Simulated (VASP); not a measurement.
Runs of VASP 6.6.1 on Ag. The structure is that of space group P6_3/mmc (No. 194), or close to it. The cells are those of the table. This isn't the form of Ag at room conditions, which is fcc.

```csv
task,cell,gap on the mesh (eV),pressure (GPa)
electric field gradients,"a = 2.943, b = 2.943, c = 10.196 Å, angles 90.0, 90.0, 120.0°, 4 atoms",none,-14.2
electric field gradients,"a = 2.924, b = 2.924, c = 10.132 Å, angles 90.0, 90.0, 120.0°, 4 atoms",none,(b)
single point,"a = 2.877, b = 2.877, c = 9.967 Å, angles 90.0, 90.0, 120.0°, 4 atoms",none,-10.4
single point,"a = 2.847, b = 2.847, c = 9.865 Å, angles 90.0, 90.0, 120.0°, 4 atoms",none,(a)
single point,"a = 2.896, b = 2.896, c = 10.033 Å, angles 90.0, 90.0, 120.0°, 4 atoms",none,-11.7
```

Alike in all rows: level LDA; potentials or basis VASP PAW LDA potentials, release 64 (Ag); no spin polarisation; k mesh 14 × 14 × 4; cutoff (eV) 520; smearing fermi-dirac 0.08 eV.

Question: Fill in the values left out.

Answer: (a) -7.9; (b) -13.3.

Caveats: the cell stands under tension.

A k mesh can miss the band edges, and the runs leave out spin-orbit coupling on Ag.

A gap of «none» marks levels without a gap at the run's occupations.
